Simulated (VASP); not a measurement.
# Y (I4/mmm) in VASP: a series of runs, part 2 of 2

VASP 6.6.1.

## Step 4: Single point, LDA (zz strain of +2 %)

Input file INCAR:

```
ALGO = Normal
EDIFF = 1E-6
ENCUT = 520
ISIF = 2
ISMEAR = -1
LASPH = True
LCHARG = False
LREAL = False
LWAVE = False
NBANDS = 12
NELM = 80
PREC = Accurate
SIGMA = 0.05
```

Input file KPOINTS:

```
k-points
0
Gamma
  13 13 13
```

Input file POSCAR:

```
Y
1.0
    0.0000000000      2.4850000000      2.5347000000
    2.4850000000      0.0000000000      2.5347000000
    2.4850000000      2.4850000000      0.0000000000
Y
1
Direct
    0.0000000000      0.0000000000      0.0000000000
```

Potentials or basis: VASP PAW LDA potentials, release 64 (Y_sv).

Started as:

```
> cat potpaw_LDA.64/Y_sv/POTCAR > POTCAR
> mpirun -np 1 vasp_std > vasp.out
```

OUTCAR:

```text
EDIFF = 1E-6
   ENCUT = 520
   ISIF = 2
   ISMEAR = -1
   LASPH = True
   LREAL = False
   NELM = 80
   PREC = Accurate

 ion  position               nearest neighbor table
   1  0.000  0.000  0.000-

  LATTYP: Found a body centered tetragonal cell.
 ALAT       =     3.5143207025
 C/A-ratio  =     1.4424978336

  Lattice vectors:

 A1 = (  -2.4850000000,   0.0000000000,   2.5347000000)
 A2 = (   2.4850000000,   0.0000000000,   2.5347000000)
 A3 = (   0.0000000000,   2.4850000000,  -2.5347000000)

Analysis of symmetry for initial positions (statically):
=====================================================================
 Subroutine PRICEL returns:
 Original cell was already a primitive cell.

 Routine SETGRP: Setting up the symmetry group for a
 body centered tetragonal supercell.

 Subroutine GETGRP returns: Found 16 space group operations
 (whereof 16 operations were pure point group operations)
 out of a pool of 16 trial point group operations.

The static configuration has the point symmetry D_4h.

Analysis of symmetry for dynamics (positions and initial velocities):
=====================================================================
 Subroutine PRICEL returns:
 Original cell was already a primitive cell.

 Routine SETGRP: Setting up the symmetry group for a
 body centered tetragonal supercell.

 Subroutine GETGRP returns: Found 16 space group operations
 (whereof 16 operations were pure point group operations)
 out of a pool of 16 trial point group operations.

The dynamic configuration has the point symmetry D_4h.

 Subroutine INISYM returns: Found 16 space group operations
 (whereof 16 operations are pure point group operations),
 and found     1 'primitive' translations

----------------------------------------------------------------------------------------

                                     Primitive cell

  volume of cell :      31.3047

  direct lattice vectors                    reciprocal lattice vectors
     0.000000000  2.485000000  2.534700000    -0.201207243  0.201207243  0.197262003
     2.485000000  0.000000000  2.534700000     0.201207243 -0.201207243  0.197262003
     2.485000000  2.485000000  0.000000000     0.201207243  0.201207243 -0.197262003

  length of vectors
     3.549637882  3.549637882  3.514320702     0.346238368  0.346238368  0.346238368

  position of ions in fractional coordinates (direct lattice)
     0.000000000  0.000000000  0.000000000

  ion indices of the primitive-cell ions
   primitive index   ion index
                 1           1

----------------------------------------------------------------------------------------

 KPOINTS: k-points

Automatic generation of k-mesh.
 Grid dimensions read from file:
 generate k-points for:   13   13   13

 Generating k-lattice:

  Cartesian coordinates                     Fractional coordinates (reciprocal lattice)
    -0.015477480  0.015477480  0.015174000     0.076923077  0.000000000  0.000000000
     0.015477480 -0.015477480  0.015174000     0.000000000  0.076923077  0.000000000
     0.015477480  0.015477480 -0.015174000     0.000000000  0.000000000  0.076923077

  Length of vectors
     0.026633721  0.026633721  0.026633721

  Shift w.r.t. Gamma in fractional coordinates (k-lattice)
     0.000000000  0.000000000  0.000000000

 Subroutine IBZKPT returns following result:
 ===========================================

 Found    196 irreducible k-points:

 Following reciprocal coordinates:
            Coordinates               Weight
  0.000000  0.000000  0.000000      1.000000
  0.076923  0.000000  0.000000      8.000000
  0.153846  0.000000  0.000000      8.000000
  0.230769  0.000000  0.000000      8.000000
  0.307692  0.000000  0.000000      8.000000
  0.384615  0.000000  0.000000      8.000000
[... 16 lines left out ...]
  0.384615  0.153846  0.000000      8.000000
  0.461538  0.153846  0.000000      8.000000
 [... further k-points ...]
   k-points           NKPTS =    196   k-points in BZ     NKDIM =    196   number of bands    NBANDS=     12
   number of dos      NEDOS =    301   number of ions     NIONS =      1
   total plane-waves  NPLWV =  21952
   dimension x,y,z NGX =    28 NGY =   28 NGZ =   28
   dimension x,y,z NGXF=    56 NGYF=   56 NGZF=   56
   ions per type =               1
   NGX,Y,Z   is equivalent  to a cutoff of  13.11, 13.11, 13.25 a.u.
   NGXF,Y,Z  is equivalent  to a cutoff of  26.23, 26.23, 26.49 a.u.
 SYSTEM =  unknown system
   PREC   = accura    normal or accurate (medium, high low for compatibility)
   ISTART =      0    job   : 0-new  1-cont  2-samecut
   ICHARG =      2    charge: 1-file 2-atom 10-const
   ISPIN  =      1    spin polarized calculation?
   LNONCOLLINEAR =      F non collinear calculations
   LSORBIT =      F    spin-orbit coupling
   LASPH  =      T    aspherical Exc in radial PAW
   ENCUT  =  520.0 eV  38.22 Ry    6.18 a.u.   6.60  6.60  6.53*2*pi/ulx,y,z
   NELM   =     80;   NELMIN=  2; NELMDL= -5     # of ELM steps
   EDIFF  = 0.1E-05   stopping-criterion for ELM
   LREAL  =      F    real-space projection
   EDIFFG = 0.1E-04   stopping-criterion for IOM
   NSW    =      0    number of steps for IOM
   IBRION =     -1    ionic relax: 0-MD 1-quasi-New 2-CG
   NFREE  =      0    steps in history (QN), initial steepest desc. (CG)
   ISIF   =      2    stress and relaxation
   ISYM   =      2    0-nonsym 1-usesym 2-fastsym
   POTIM  = 0.5000    time-step for ionic-motion
   TEBEG  =    0.0;   TEEND  =   0.0 temperature during run
   PSTRESS=    0.0 pullay stress
   NELECT =      11.0000    total number of electrons
   NUPDOWN=      -1.0000    fix difference up-down
   EMIN   =  10.00;   EMAX   =-10.00  energy-range for DOS
   EFERMI =   0.00;   METHOD = LEGACY
   ISMEAR =    -1;   SIGMA  =   0.05  broadening in eV -4-tet -1-fermi 0-gaus
   EFERMI_NEDOS =   21; number of points for ismear=-14 and -15
   IALGO  =     38    algorithm
   IMIX   =      4    mixing-type and parameters
     AMIX     =   0.40;   BMIX     =  1.00
     AMIX_MAG =   1.60;   BMIX_MAG =  1.00
  volume/ion in A,a.u.               =      31.30       211.25
  Fermi-wavevector in a.u.,A,eV,Ry     =   1.155232  2.183072 18.157810  1.334561
  Thomas-Fermi vector in A             =   2.291862
   LORBIT       =      0    0 simple, 1 ext, 2 COOP (PROOUT), +10 PAW based schemes
   GGA     = CA    functional components
   LHFCALC =     F    Hartree Fock is set to
   AEXX    =    0.0000 exact exchange contribution
   IVDW    =     0    specifies the selected vdW correction
   LEPSILON=     F    determine dielectric tensor
   LRPA    =     F    only Hartree local field effects (RPA)
 non-spin polarized calculation
  energy-cutoff  :      520.00
  volume of cell :       31.30
 maximum number of plane-waves:       885
   NGX = 13   NGY = 13   NGZ = 13

 number of electron      10.9999999 magnetization

 Free energy of the ion-electron system (eV)
  ---------------------------------------------------
  ext. energy  EPLUGINS =         0.00000000
  ---------------------------------------------------
  free energy    TOTEN  =        -6.92818420 eV

  energy without entropy =       -6.91607495  energy(sigma->0) =       -6.92212957

 E-fermi :   3.1121     XC(G=0):  -9.8272

 val. band max:        3.1115615369   @ k =   0.4615   0.0769   0.2308
 cond. band min:       3.1230895583   @ k =  -0.2308   0.1538   0.3846
 fundamental gap:      0.0115280215
 Fermi energy:         3.1120644191

 k-point     1 :       0.0000    0.0000    0.0000
  band No.  band energies     occupation
      1     -39.2429      2.00000
      2     -19.0299      2.00000
      3     -19.0271      2.00000
      4     -19.0271      2.00000
      5      -1.6852      2.00000
      6       4.7721      0.00000
      7       4.9415      0.00000
      8       4.9415      0.00000
      9       6.8459      0.00000
     10       7.0953      0.00000
     11      12.2703      0.00000
     12      15.3529      0.00000

 k-point     2 :       0.0769    0.0000    0.0000
  band No.  band energies     occupation
      1     -39.2384      2.00000
      2     -19.0681      2.00000
      3     -19.0345      2.00000
      4     -19.0315      2.00000
      5      -1.5301      2.00000
      6       4.6920      0.00000
      7       4.9240      0.00000
      8       5.0150      0.00000
      9       6.7723      0.00000
     10       7.0070      0.00000
     11      12.6218      0.00000
     12      14.9246      0.00000
[... 316 lines left out ...]
 k-point    24 :       0.4615    0.1538    0.0000
  band No.  band energies     occupation
      1     -39.1625      2.00000
      2     -19.5987      2.00000
      3     -19.1944      2.00000
      4     -19.1374      2.00000
      5       1.3774      2.00000
      6       3.2850      0.06097
      7       4.1989      0.00000
      8       5.3900      0.00000
      9       8.2779      0.00000
     10       8.5418      0.00000
     11      11.2202      0.00000
     12      13.4790      0.00000

 [... further k-points ...]
[... 5 lines left out ...]
  --------------------------------------------------------------------------------------
  -------------------------------------------------------------------------------------
  Total       -0.4800449     -0.4800449     -0.6060566      0.0000000      0.0000000      0.0000000
  in kB      -24.5687542    -24.5687542    -31.0180445      0.0000000      0.0000000      0.0000000
  external PRESSURE =     -26.7185176 kB  Pullay stress =       0.0000000 kB

 VOLUME and BASIS-vectors are now :
 -----------------------------------------------------------------------------
  energy-cutoff  :      520.00
  volume of cell :       31.30
      direct lattice vectors                 reciprocal lattice vectors
     0.000000000  2.485000000  2.534700000    -0.201207243  0.201207243  0.197262003
     2.485000000  0.000000000  2.534700000     0.201207243 -0.201207243  0.197262003
     2.485000000  2.485000000  0.000000000     0.201207243  0.201207243 -0.197262003

 POSITION                                       TOTAL-FORCE (eV/Angst)
 -----------------------------------------------------------------------------------
      0.00000      0.00000      0.00000         0.000000     -0.000000      0.000000
 -----------------------------------------------------------------------------------
    total drift:                               -0.000000     -0.000000     -0.000000

  FREE ENERGIE OF THE ION-ELECTRON SYSTEM (eV)
  ---------------------------------------------------
  free  energy   TOTEN  =        -6.9281841971 eV

  energy  without entropy=       -6.9160749517  energy(sigma->0) =       -6.92212957
```

stdout:

```text
POSCAR found type information on POSCAR Y
 POSCAR found :  1 types and       1 ions
 scaLAPACK will be used
 LDA part: xc-table for (Slater(with rela. corr.)+CA(PZ))
 , standard interpolation
 POSCAR, INCAR and KPOINTS ok, starting setup
 FFT: planning ... GRIDC
 FFT: planning ... GRID_SOFT
 FFT: planning ... GRID
 WAVECAR not read
 entering main loop
```

Wall time 25 s (1 thread of Intel Xeon 6975P-C (Granite Rapids), shared host); peak memory 0.22 GiB.

What came out:

```
Free energy            : -6.9282 eV
Pressure               : -2.7 GPa
Band gap on the k mesh : zero (an odd number of electrons rules out a gap without spin polarisation)
```

Levels at points of the mesh, in eV from the Fermi level:
```csv
k point,band 4,band 5,band 6,band 7,band 8,band 9
"(0.00, 0.00, 0.00)",-22.14,-4.80,1.66,1.83,1.83,3.73
```

Caveat: the cell differs from its parent crystal (zz strain of +2 %).

## Step 5: Single point, LDA (equal xx and yy strain of +1 %)

Input file INCAR:

```
SYSTEM = Y
PREC = Accurate
ENCUT = 520
EDIFF = 1E-7
ISMEAR = -1
SIGMA = 0.05
LREAL = .FALSE.
LASPH = .TRUE.
NELM = 100
ALGO = Normal
ISIF = 2
LWAVE = .FALSE.
LCHARG = .FALSE.
GGA = CA
NBANDS = 12
```

Input file KPOINTS:

```
regular mesh
0
G
  13 13 13
  0 0 0
```

Input file POSCAR:

```
Y
1.0
    0.0000000000      2.5098500000      2.4850000000
    2.5098500000      0.0000000000      2.4850000000
    2.5098500000      2.5098500000      0.0000000000
Y
1
Direct
    0.0000000000      0.0000000000      0.0000000000
```

Started as:

```
> cat potpaw_LDA.64/Y_sv/POTCAR > POTCAR
> mpirun -np 1 vasp_std > vasp.out
```

It took 26 s on 1 thread of Intel Xeon 6975P-C (Granite Rapids), shared host; peak memory 0.22 GiB.

It converged, with:

```
Free energy            : -6.9288 eV
Pressure               : -2.6 GPa
Band gap on the k mesh : zero (an odd number of electrons rules out a gap without spin polarisation)
```

Stress tensor (GPa, compression positive):
```
-2.73  0.00  0.00
 0.00 -2.73  0.00
 0.00  0.00 -2.42
```

Levels at points of the mesh, in eV from the Fermi level:
```
           k point  band 2  band 3  band 4  band 5  band 6  band 7  band 8  band 9  band 10  band 11
(0.00, 0.00, 0.00)  -22.14  -22.14  -22.14   -4.80    1.74    1.74    1.83    3.80     3.92     9.16
```

Caveat: the cell differs from its parent crystal (equal xx and yy strain of +1 %).

## Step 6: Single point, LDA (equal xx and yy strain of +2 %)

Input file INCAR:

```
PREC = Accurate
ENCUT = 520
EDIFF = 1E-7
ISMEAR = -1
SIGMA = 0.05
LREAL = False
LASPH = True
NELM = 100
ALGO = Normal
ISIF = 2
LWAVE = False
LCHARG = True
LELF = True
LVHAR = True
NBANDS = 12
```

Input file KPOINTS:

```
Automatic mesh
0
Gamma
  13 13 13
```

Input file POSCAR:

```
Y
1.0
    0.0000000000      2.5347000000      2.4850000000
    2.5347000000      0.0000000000      2.4850000000
    2.5347000000      2.5347000000      0.0000000000
Y
1
Direct
    0.0000000000      0.0000000000      0.0000000000
```

Potentials or basis: VASP PAW LDA potentials, release 64 (Y_sv).

Started as:

```
> cat potpaw_LDA.64/Y_sv/POTCAR > POTCAR
> mpirun -np 1 vasp_std > vasp.out
```

Wall time 28 s (1 thread of Intel Xeon 6975P-C (Granite Rapids), shared host); peak memory 0.22 GiB.

Results (log left out):

* Free energy: -6.9167 eV
* Pressure: -3.3 GPa
* Band gap on the k mesh: zero (an odd number of electrons rules out a gap without spin polarisation)

Stress tensor (GPa, compression positive):
```
-3.53  0.00  0.00
 0.00 -3.53  0.00
 0.00  0.00 -2.93
```

Levels at points of the mesh, in eV from the Fermi level:
```csv
k point,band 2,band 3,band 4,band 5,band 6,band 7,band 8,band 9
"(0.00, 0.00, 0.00)",-22.21,-22.21,-22.20,-4.77,1.70,1.70,1.86,3.67
```

Caveat: the cell differs from its parent crystal (equal xx and yy strain of +2 %); the cell stands under tension.

## Step 7: Overview

| cell | gap on the mesh (eV) | pressure (GPa) |
| --- | --- | --- |
| a = 3.497, b = 3.497, c = 3.514 Å, angles 59.8, 59.8, 60.3°, 1 atom | none | -1.5 |
| a = 3.532, b = 3.532, c = 3.514 Å, angles 60.2, 60.2, 59.7°, 1 atom | none | -2.3 |
| a = 3.550, b = 3.550, c = 3.514 Å, angles 60.3, 60.3, 59.3°, 1 atom | none | -2.7 |
| a = 3.532, b = 3.532, c = 3.549 Å, angles 59.8, 59.8, 60.3°, 1 atom | none | -2.6 |
| a = 3.550, b = 3.550, c = 3.585 Å, angles 59.7, 59.7, 60.7°, 1 atom | none | -3.3 |

Alike in all rows: task single point; level LDA; potentials or basis VASP PAW LDA potentials, release 64 (Y_sv); no spin polarisation; k mesh 13 × 13 × 13; cutoff (eV) 520; smearing fermi-dirac 0.05 eV.

Caveats: the cell stands under tension (at least some runs).

Total energies depend on the potentials used, so only differences within one code and one set of settings carry meaning.
